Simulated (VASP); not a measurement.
Write the native input for VASP 6.6.1 that does the following.

```yaml
Task: single point
Functional: PBE
Potentials_or_basis: VASP PAW PBE potentials, release 64 (W_sv)
Cutoff: 520 eV
k_mesh: 20 × 20 × 20
Occupations: gaussian, width 0.15 eV
Spin: no spin polarisation
Dipole_correction: no
Further_INCAR_settings: ALGO = Fast; EDIFF = 1e-06; NBANDS = 13
```

The structure of W lies in POSCAR:

```
W
1.0
   -1.5281756015      1.6396050724      1.6396050724
    1.6396050724     -1.5281756015      1.6396050724
    1.6396050724      1.6396050724     -1.5281756015
W
1
Direct
    0.0000000000      0.0000000000      0.0000000000
```

One way to write it, as run:

INCAR

```
SYSTEM = W
PREC = Accurate
ENCUT = 520
EDIFF = 1E-6
ISMEAR = 0
SIGMA = 0.15
LREAL = .FALSE.
LASPH = .TRUE.
NELM = 60
ALGO = Fast
ISIF = 2
LWAVE = .FALSE.
LCHARG = .FALSE.
GGA = PE
NBANDS = 13
```

KPOINTS

```
regular mesh
0
G
  20 20 20
  0 0 0
```

Potentials or basis: VASP PAW PBE potentials, release 64 (W_sv).

Run with:

```sh
$ cat potpaw_PBE.64/W_sv/POTCAR > POTCAR
$ mpirun -np 1 vasp_std > vasp.out
```

Results of the run:

The pressure is -19.4 GPa and the band gap on the k mesh is zero (band 7 reaches 13.03 eV, above the bottom of band 8 at 9.24 eV).

Caveat: spin-orbit coupling is left out, which moves the levels of the heavy elements.

Wall time 4.7 min on 1 thread of AMD EPYC 7R13 Processor (Zen 3) (shared host), peak memory 0.25 GiB.
